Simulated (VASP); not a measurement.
Pb, 1 atom in the cell. Symmetry: Im-3m, No. 229, cubic system. Conventional cell: a = 4.013 Å, b = 4.013 Å, c = 4.013 Å, α = 90.00°, β = 90.00°, γ = 90.00°. Within 4.6 Å of Pb (site symmetry m-3m) lie 14 Pb at 3.48 to 4.01 Å.  This cell differs from its parent crystal: volume scaled by 1.08.

| Quantity | Value |
| --- | --- |
| Program | VASP 6.6.1 |
| Task | single point |
| Functional | PBEsol |
| Potentials or basis | VASP PAW PBE potentials, release 64 (Pb_d) |
| Cutoff | 520 eV |
| k mesh | 13 × 13 × 13 |
| Occupations | fermi-dirac, width 0.1 eV |
| Spin | no spin polarisation |
| Dipole correction | no |
| Further INCAR settings | ALGO = Normal; EDIFF = 1e-06; NBANDS = 13 |

Potentials or basis: VASP PAW PBE potentials, release 64 (Pb_d).

Launch:

```sh
$ cat potpaw_PBE.64/Pb_d/POTCAR > POTCAR
$ mpirun -np 1 vasp_std > vasp.out
```

Hardware: 1 thread of Intel(R) Xeon(R) Platinum 8259CL CPU @ 2.50GHz (Skylake/Cascade Lake), on a shared host.

Question: Estimate the wall time of this run.

Answer: It took 32 s on 1 thread of Intel(R) Xeon(R) Platinum 8259CL CPU @ 2.50GHz (Skylake/Cascade Lake), with other jobs on the host, peak memory 0.17 GiB. Counts: scf iterations 9, k points 84.
